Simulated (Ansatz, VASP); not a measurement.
**One calculation of HfN, two programs**

INCAR

```
SYSTEM = HfN
PREC = Accurate ; ENCUT = 520
EDIFF = 1E-6 ; ISMEAR = 0
SIGMA = 0.02 ; LREAL = .False.
LASPH = .True. ; NELM = 60
ALGO = Normal ; ISIF = 2
LWAVE = .False. ; LCHARG = .True.
GGA = PE ; LELF = .True.
LVHAR = .True. ; NBANDS = 14
```

Contents of KPOINTS:

```
regular mesh
0
Gamma
  16 16 16
  0 0 0
```

The input POSCAR:

```
HfN
1.0
    0.0000000000      2.2560000000      2.2560000000
    2.2560000000      0.0000000000      2.2560000000
    2.2560000000      2.2560000000      0.0000000000
Hf N
1 1
Direct
    0.0000000000      0.0000000000      0.0000000000
    0.5000000000      0.5000000000      0.5000000000
```

Input for Ansatz:

```yaml
crystal:
  lattice:
    - [0.0, 2.256, 2.256]
    - [2.256, 0.0, 2.256]
    - [2.256, 2.256, 0.0]
  atoms:
    - { symbol: Hf, position: [0.0, 0.0, 0.0] }
    - { symbol: "N", position: [0.5, 0.5, 0.5] }
hamiltonian:
  xc: pbe
kpoints:
  mp_grid: { grid: [16, 16, 16] }
scf:
  occupations: { method: gaussian, width: 0.02 }
  convergence: { dr2_threshold: 1.0e-09 }
basis:
  ecutwfc: 600
output:
  eigenvalues: true
  forces: true
  stress: true
```

Alike in both runs: task single point; functional PBE; k mesh 16 × 16 × 16; occupations gaussian, width 0.02 eV; no spin polarisation.

```csv
,VASP,Ansatz
version,VASP 6.6.1,Ansatz 0.2.0
potentials or method,"VASP PAW PBE potentials, release 64 (Hf_pv, N), cutoff 520 eV","scalar-relativistic, plane waves, PAW"
valence electrons in the cell,15,31
```

```tsv
	VASP	Ansatz	Ansatz less VASP
gap on the k mesh at the Fermi level (eV)	none	none	-
pressure (GPa)	4.1	6.5	+2.36
```

A gap of «none» marks a metal or a gap that the smearing closes. VASP's potentials hold 15 valence electrons a cell and Ansatz's 31, so a difference there can come from the potentials and not from the codes. Ansatz's warnings: stress scf threshold loose.

Spin-orbit coupling is off throughout.
